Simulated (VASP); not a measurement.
Wanted: the native input for a VASP 6.6.1 run.

* Task: single point
* Functional: r2SCAN
* Dispersion: rVV10
* Potentials or basis: VASP PAW PBE potentials, release 64 (Cd, Se)
* Cutoff: 520 eV
* k mesh: 6 × 6 × 6
* Occupations: gaussian, width 0.1 eV
* Spin: no spin polarisation
* Dipole correction: no
* Further INCAR settings: ALGO = Normal; EDIFF = 1e-06; NBANDS = 16

The system is CdSe.

```
Cd Se
1.0
     0.00000    3.07027    3.07027
     3.07027    0.00000    3.07027
     3.07027    3.07027    0.00000
Cd Se
1 1
Direct
  0.00000 0.00000 0.00000
  0.75000 0.75000 0.75000
```

One way to write it, as run:

POSCAR

```
CdSe
1.0
    0.0000000000      3.0702711986      3.0702711986
    3.0702711986      0.0000000000      3.0702711986
    3.0702711986      3.0702711986      0.0000000000
Cd Se
1 1
Direct
    0.0000000000      0.0000000000      0.0000000000
    0.7500000000      0.7500000000      0.7500000000
```

INCAR.step1

```
PREC     = Accurate       # precision mode
ENCUT    = 520            # plane-wave cutoff, eV
ISMEAR   = 0              # smearing method
SIGMA    = 0.1            # smearing width, eV
LREAL    = F              # projectors in reciprocal space
LASPH    = T              # aspherical terms in the spheres
NELM     = 100            # most SCF steps
NBANDS   = 16             # bands
GGA      = PE             # functional
ALGO     = Normal         # electronic algorithm
EDIFF    = 1E-4           # SCF threshold, eV
LWAVE    = T              # write WAVECAR
LCHARG   = F              # write CHGCAR
```

INCAR.step2

```
PREC     = Accurate       # precision mode
ENCUT    = 520            # plane-wave cutoff, eV
EDIFF    = 1E-6           # SCF threshold, eV
ISMEAR   = 0              # smearing method
SIGMA    = 0.1            # smearing width, eV
LREAL    = F              # projectors in reciprocal space
LASPH    = T              # aspherical terms in the spheres
NELM     = 100            # most SCF steps
ALGO     = Normal         # electronic algorithm
ISIF     = 2              # what is computed and relaxed
LWAVE    = F              # write WAVECAR
LCHARG   = T              # write CHGCAR
METAGGA  = R2SCAN         # meta-GGA
LMIXTAU  = T            
LUSE_VDW = T            
IVDW_NL  = 2            
BPARAM   = 11.95        
CPARAM   = 0.0093       
LELF     = T              # ELF
LVHAR    = T            
NBANDS   = 16             # bands
ISTART   = 1
```

KPOINTS

```
Automatic mesh
0
Gamma
  6 6 6
```

Potentials or basis: VASP PAW PBE potentials, release 64 (Cd, Se).

Run with:

```sh
$ cat potpaw_PBE.64/Cd/POTCAR potpaw_PBE.64/Se/POTCAR > POTCAR
$ cp INCAR.step1 INCAR
$ mpirun -np 1 vasp_std > vasp.out
$ cp INCAR.step2 INCAR
$ mpirun -np 1 vasp_std > vasp.out
```

Results of the run:

* Pressure: -0.6 GPa
* Band gap on the k mesh: 0.97 eV

Caveat: the PAW data sets were made with another functional, which shifts forces and pressure a little.

Wall time 46 s on 1 thread of Intel(R) Xeon(R) 6975P-C (Granite Rapids), on a shared host, peak memory 0.32 GiB.
